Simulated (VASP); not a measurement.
# WS2: relaxation of cell and atoms with PBE+D4

WS2, a slab with vacuum:

```
W S
1.0
     3.18352    0.00000    0.00000
    -1.59176    2.75701    0.00000
     0.00000    0.00000   16.95058
W S
1 2
Direct
  0.00000 0.00000 0.00000
  0.33333 0.66667 0.09200
  0.33333 0.66667 0.90800
```

| Quantity | Value |
| --- | --- |
| Program | VASP 6.6.1 |
| Task | relaxation of cell and atoms |
| Functional | PBE |
| Dispersion | D4 |
| Potentials or basis | VASP PAW PBE potentials, release 64 (W_sv, S) |
| Cutoff | 600 eV |
| k mesh | 10 × 10 × 2 |
| Occupations | fermi-dirac, width 0.05 eV |
| Spin | no spin polarisation |
| Dipole correction | no |
| Further INCAR settings | ALGO = Normal; EDIFF = 1e-06; IBRION = 2; EDIFFG = -0.01; NSW = 60; ISIF = 3 |

The relaxed cell is a = 3.158 Å, b = 3.158 Å, c = 17.058 Å, α = 90.00°, β = 90.00°, γ = 120.00° and the space group after relaxing (to 0.1 Å) is P-6m2 (No. 187). The energy gained by relaxing is 2.5 meV/atom. The ionic steps are 5 and the band gap on the k mesh is 2.23 eV (least direct gap 2.27 eV). The dispersion energy per atom is -0.345 eV.

The path:
| step | energy change (eV) | largest force (eV/Å) | pressure (GPa) | volume (Å³) |
| --- | --- | --- | --- | --- |
| 1 | 0.0000 | 0.1325 | -0.31 | 148.77 |
| 2 | -0.0069 | 0.0280 | 0.22 | 146.70 |
| 3 | -0.0073 | 0.0470 | 0.12 | 147.09 |
| 4 | -0.0069 | 0.1061 | -0.23 | 147.72 |
| 5 | -0.0075 | 0.0011 | 0.01 | 147.29 |

Final structure:
```yaml
crystal:
  lattice:
    - [3.15760, 0.00000, 0.00000]
    - [-1.57880, 2.73456, 0.00000]
    - [0.00000, 0.00000, 17.05772]
  atoms:
    - { symbol: W, position: [0.00000, 0.00000, 0.00000] }
    - { symbol: S, position: [0.33333, 0.66667, 0.09235] }
    - { symbol: S, position: [0.33333, 0.66667, 0.90765] }
```

Levels at points of the mesh, in eV from the valence-band top:
```csv
k point,band 10,band 11,band 12,band 13,band 14,band 15,band 16,band 17
"(0.00, 0.00, 0.00)",-2.07,-1.42,-1.42,0.00,3.08,3.08,3.22,3.22
"(0.50, 0.00, 0.00)",-3.26,-2.08,-1.08,-0.82,3.10,3.52,4.21,4.90
"(0.00, 0.00, 0.50)",-2.07,-1.42,-1.42,0.00,3.08,3.08,3.22,3.22
"(0.50, 0.00, 0.50)",-3.26,-2.08,-1.08,-0.82,3.10,3.52,4.21,4.90
```

It took 8.3 min on 1 thread of Intel Xeon 8259CL, with other jobs on the host, peak memory 0.38 GiB.

Caveat: there is no dipole correction, which matters where the two faces differ; spin-orbit coupling is left out, which moves the levels of the heavy elements.
